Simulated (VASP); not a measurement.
Input of a VASP 6.6.1 run:

INCAR

```
SYSTEM = Tl12H
  PREC = Accurate
  ENCUT = 520
  EDIFF = 1E-7
  ISMEAR = -1
  SIGMA = 0.05
  LREAL = .FALSE.
  LASPH = .TRUE.
  NELM = 60
  ALGO = Normal
  ISIF = 2
  LWAVE = .FALSE.
  LCHARG = .FALSE.
  GGA = PS
  NBANDS = 90
```

KPOINTS

```
Automatic mesh
0
G
  3 2 3
  0 0 0
```

File POSCAR:

```
Tl12H
1.0
    6.9260000000      0.0000000000      0.0000000000
   -5.1945000000      8.9971380000      0.0000000000
    0.0000000000      0.0000000000      5.5390000000
Tl H
12 1
Direct
    0.1670189916      0.2402875225      0.2202202564
    0.3224114273      0.1116799587      0.7611662755
    0.1499914163      0.5279123206      0.2365228381
    0.3012696131      0.4315705728      0.8008304748
    0.1710793942      0.8815469986      0.2613829211
    0.3760315149      0.7860610785      0.7699584763
    0.6649096009      0.2277724316      0.2411446109
    0.8095228017      0.1093569977      0.7426250226
    0.6429193548      0.5478408801      0.2554793284
    0.8452416544      0.4496763304      0.7348077270
    0.6820064806      0.8986190942      0.1994222784
    0.8673725781      0.7873948360      0.7736775591
    0.5221167543      0.6694351026      1.0597219715
```

Potentials or basis: VASP PAW PBE potentials, release 64 (Tl_d, H).

Launch:

```bash
$ cat potpaw_PBE.64/Tl_d/POTCAR potpaw_PBE.64/H/POTCAR > POTCAR
$ mpirun -np 1 vasp_std > vasp.out
```

What does it give for the pressure?

1.8 GPa.

Predict the band gap on the k mesh.

zero (an odd number of electrons rules out a gap without spin polarisation).

Estimate the largest force.

1.691 eV/Å.

Stress tensor (GPa, compression positive):
```
2.40 0.11 0.23
0.11 2.55 0.02
0.23 0.02 0.44
```

Caveat: the k points lie up to 0.38 Å⁻¹ apart, too coarse for converged energies and pressures of a metal; the PAW data sets were made with another functional, which shifts forces and pressure a little; spin-orbit coupling is left out, which moves the levels of the heavy elements.
